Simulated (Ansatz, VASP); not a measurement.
# SiC: VASP beside Ansatz

```xyz
16
Lattice="3.0757 0.0000 0.0000 -3.0757 5.3273 0.0000 0.0000 0.0000 10.0706" Properties=species:S:1:pos:R:3 pbc="T T T"
Si    1.5378    0.8879    9.4447
Si    0.0000    1.7758    4.4094
Si    0.0000    0.0000    6.9275
Si    0.0000    0.0000    1.8922
Si    0.0000    3.5515    9.4447
Si   -1.5378    4.4394    4.4094
Si   -1.5378    2.6636    6.9275
Si   -1.5378    2.6636    1.8922
C     1.5378    0.8879    7.5510
C     0.0000    1.7758    2.5157
C     0.0000    0.0000    5.0400
C     0.0000    0.0000    0.0046
C     0.0000    3.5515    7.5510
C    -1.5378    4.4394    2.5157
C    -1.5378    2.6636    5.0400
C    -1.5378    2.6636    0.0046
```

Alike in both runs: task single point; functional PBEsol; k mesh 6 × 6 × 1; occupations fermi-dirac, width 0.02 eV; no spin polarisation.

|  | VASP | Ansatz |
| --- | --- | --- |
| version | VASP 6.6.1 | Ansatz 0.2.0 |
| potentials or method | VASP PAW PBE potentials, release 64 (Si, C) | plane waves, PAW |
| plane-wave cutoff (eV) | 600 | 420 |
| valence electrons in the cell | 64 | 64 |

|  | VASP | Ansatz | Ansatz less VASP |
| --- | --- | --- | --- |
| gap on the k mesh at the Fermi level (eV) | 2.11 | 2.12 | +0.007 |

VASP's potentials were made for PBE, not for PBEsol. The functional is the same, so the differences come from potentials, cutoffs and numerics.

The k mesh is coarse, so the values compare programs but aren't converged.
